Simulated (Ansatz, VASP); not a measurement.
## BaTe in VASP and in Ansatz

File POSCAR:

```
BaTe
1.0
    0.0000000000      3.4100000000      3.4100000000
    3.4100000000      0.0000000000      3.4100000000
    3.4100000000      3.4100000000      0.0000000000
Ba Te
1 1
Direct
    0.0000000000      0.0000000000      0.0000000000
    0.5000000000      0.5000000000      0.5000000000
```

INCAR.step1

```
PREC = Accurate ; ENCUT = 520
EDIFF = 1E-5 ; ISMEAR = -1
SIGMA = 0.05 ; LREAL = F
LASPH = T ; NELM = 80
ALGO = Normal ; ISIF = 2
LWAVE = T ; LCHARG = F
GGA = PE ; NBANDS = 15
```

The input INCAR.step2:

```
PREC = Accurate ; ENCUT = 520
EDIFF = 1E-7 ; ISMEAR = -1
SIGMA = 0.05 ; LREAL = F
LASPH = T ; NELM = 80
ALGO = Normal ; ISIF = 2
LWAVE = F ; LCHARG = F
GGA = PE ; LHFCALC = T
AEXX = 0.25 ; HFSCREEN = 0.2
PRECFOCK = Normal ; ISTART = 1
NBANDS = 15
```

The input KPOINTS:

```
Automatic mesh
0
Gamma
  4 4 4
```

File input.yaml:

```yaml
crystal:
  lattice:
    - [0.0, 3.41, 3.41]
    - [3.41, 0.0, 3.41]
    - [3.41, 3.41, 0.0]
  atoms:
    - { symbol: Ba, position: [0.0, 0.0, 0.0] }
    - { symbol: Te, position: [0.5, 0.5, 0.5] }
hamiltonian:
  xc: { exchange: pbe, correlation: pbe, exx: { coeff: 0.25, omega: 0.2 } }
  pseudopotentials: { kind: paw }
kpoints:
  mp_grid: { grid: [4, 4, 4] }
scf:
  occupations: { method: fermi_dirac, width: 0.05 }
output:
  forces: true
  stress: true
  eigenvalues: true
```

Alike in both runs: task single point; functional PBE-based screened hybrid; k mesh 4 × 4 × 4; occupations fermi-dirac, width 0.05 eV; no spin polarisation.

```csv
,VASP,Ansatz
version,VASP 6.6.1,Ansatz 0.2.0
potentials or method,"VASP PAW PBE potentials, release 64 (Ba_sv, Te)",Ansatz PAW
plane-wave cutoff (eV),520,420
valence electrons in the cell,16,26
```

Ansatz gave:

- gap on the k mesh at the Fermi level (eV): 2.12
- least direct gap on the mesh (eV): 2.52
- pressure (GPa): 3.7

**Question.** Estimate VASP's values.

**Answer.** gap on the k mesh at the Fermi level (eV): 2.05; least direct gap on the mesh (eV): 2.48; pressure (GPa): 4.0.

VASP's potentials were made for PBE, not for PBE-based screened hybrid. With one functional, cell and mesh, what is left measures potentials, basis and numerics. VASP's potentials hold 16 valence electrons a cell and Ansatz's 26, so a difference there can come from the potentials and not from the codes.

Neither program's run includes spin-orbit coupling.
